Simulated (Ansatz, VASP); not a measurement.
**One calculation of TiO2, two programs**

```
Ti O
1.0
     2.67116   -2.67125   -0.02017
     2.67116    2.67125   -0.02017
    -2.63534    0.00000    4.81205
Ti O
2 4
Direct
  0.12497 0.87503 0.25000
  0.87503 0.12497 0.75000
  0.33228 0.08225 0.66454
  0.66772 0.91775 0.33546
  0.91775 0.66772 0.83546
  0.08225 0.33228 0.16454
```

Alike in both runs: task single point; functional r2SCAN; k mesh 8 × 8 × 6; occupations gaussian, width 0.02 eV; no spin polarisation.

|  | VASP | Ansatz |
| --- | --- | --- |
| version | VASP 6.6.1 | Ansatz 0.2.0 |
| potentials or method | VASP PAW PBE potentials, release 64 (Ti_sv, O), cutoff 520 eV | scalar-relativistic, plane waves, PAW |
| valence electrons in the cell | 48 | 48 |

```csv
,VASP,Ansatz,Ansatz less VASP
gap on the k mesh at the Fermi level (eV),2.59,2.57,-0.021
least direct gap on the mesh (eV),2.90,2.87,-0.029
pressure (GPa),1.2,0.0,-1.22
"traceless stress, the component that is largest in VASP (GPa)",-0.14,-0.01,+0.125
rms of the force components (eV/Å),0.012,0.000,-0.0121
```

VASP's potentials were made for PBE, not for r2SCAN. Atom by atom the forces differ by 0.013 eV/Å (rms over components).
